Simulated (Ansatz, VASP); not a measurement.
Two plane-wave programs on Si

Contents of INCAR:

```
  PREC = Accurate
  ENCUT = 520
  EDIFF = 1E-6
  ISMEAR = 0
  SIGMA = 0.15
  LREAL = F
  LASPH = T
  NELM = 100
  ALGO = Normal
  ISIF = 2
  LWAVE = F
  LCHARG = F
  GGA = PS
  NBANDS = 26
```

The input KPOINTS:

```
regular mesh
0
Gamma
  10 10 10
```

File POSCAR:

```
Si
1.0
   -3.3150321607      3.3150321607      3.4787947494
    3.3150321607     -3.3150321607      3.4787947494
    3.3150321607      3.3150321607     -3.4787947494
Si
8
Direct
    0.2047947401      0.2047947401      0.2047947401
    0.5000000000      0.0000000000      0.2952052599
    0.2952052599      0.5000000000      0.0000000000
    0.0000000000      0.2952052599      0.5000000000
    0.7952052599      0.7952052599      0.7952052599
    0.5000000000      0.0000000000      0.7047947401
    0.7047947401      0.5000000000      0.0000000000
    0.0000000000      0.7047947401      0.5000000000
```

Input for Ansatz:

```yaml
crystal:
  lattice:
    - [-3.3150321607, 3.3150321607, 3.4787947494]
    - [3.3150321607, -3.3150321607, 3.4787947494]
    - [3.3150321607, 3.3150321607, -3.4787947494]
  atoms:
    - { symbol: Si, position: [0.2047947401, 0.2047947401, 0.2047947401] }
    - { symbol: Si, position: [0.5, 0.0, 0.2952052599] }
    - { symbol: Si, position: [0.2952052599, 0.5, 0.0] }
    - { symbol: Si, position: [0.0, 0.2952052599, 0.5] }
    - { symbol: Si, position: [0.7952052599, 0.7952052599, 0.7952052599] }
    - { symbol: Si, position: [0.5, 0.0, 0.7047947401] }
    - { symbol: Si, position: [0.7047947401, 0.5, 0.0] }
    - { symbol: Si, position: [0.0, 0.7047947401, 0.5] }
basis:
  ecutwfc: 420
kpoints:
  mp_grid: { grid: [10, 10, 10] }
hamiltonian:
  xc: pbesol
  pseudopotentials: { kind: paw, azcp: { folder: soft_1 } }
scf:
  occupations: { method: gaussian, width: 0.15 }
output:
  forces: true
  stress: true
  eigenvalues: true
  write_density: true
  write_potential: true
  elf: true
  volumetric_format: npy
```

Alike in both runs: task single point; functional PBEsol; k mesh 10 × 10 × 10; occupations gaussian, width 0.15 eV; no spin polarisation.

|  | VASP | Ansatz |
| --- | --- | --- |
| version | VASP 6.6.1 | Ansatz 0.2.0 |
| potentials or method | VASP PAW PBE potentials, release 64 (Si), cutoff 520 eV | scalar-relativistic, plane waves, PAW |
| valence electrons in the cell | 32 | 32 |

Ansatz gave:

| Property | Result |
| --- | --- |
| gap on the k mesh at the Fermi level (eV) | none |
| pressure (GPa) | -5.4 |
| traceless stress, the component that is largest in VASP (GPa) | -4.35 |
| rms of the force components (eV/Å) | 0.193 |

Task: Estimate VASP's values.

Result: gap on the k mesh at the Fermi level (eV): none; pressure (GPa): -5.3; traceless stress, the component that is largest in VASP (GPa): -4.36; rms of the force components (eV/Å): 0.191.

VASP's potentials were made for PBE, not for PBEsol, and Ansatz warns of the same on its side. Atom by atom the forces differ by 0.006 eV/Å (rms over components). A gap of «none» marks a metal or a gap that the smearing closes.
